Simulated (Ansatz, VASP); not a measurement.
**InSb: VASP beside Ansatz**

```
In Sb
1.0
     0.00000    3.23910    3.27149
     3.23910    0.00000    3.27149
     3.23910    3.23910    0.00000
In Sb
1 1
Direct
  0.00000 0.00000 0.00000
  0.75000 0.75000 0.75000
```

Change from the starting cell: zz strain of +1 %.

Alike in both runs: task single point; functional PBE; k mesh 10 × 10 × 10; occupations fermi-dirac, width 0.03 eV; no spin polarisation.

```csv
,VASP,Ansatz
version,VASP 6.6.1,Ansatz 0.2.0
potentials or method,"VASP PAW PBE potentials, release 64 (In_d, Sb), cutoff 520 eV","all-electron LAPW, scalar-relativistic"
```

Ansatz gave:

| Quantity | Value |
| --- | --- |
| pressure (GPa) | 2.7 |
| traceless stress, the component that is largest in VASP (GPa) | -0.17 |

Q: Which values does VASP return?

A: Pressure (GPa): 2.6; traceless stress, the component that is largest in VASP (GPa): -0.17.

Ansatz ran all-electron here, and VASP with PAW potentials.

Neither program's run includes spin-orbit coupling.
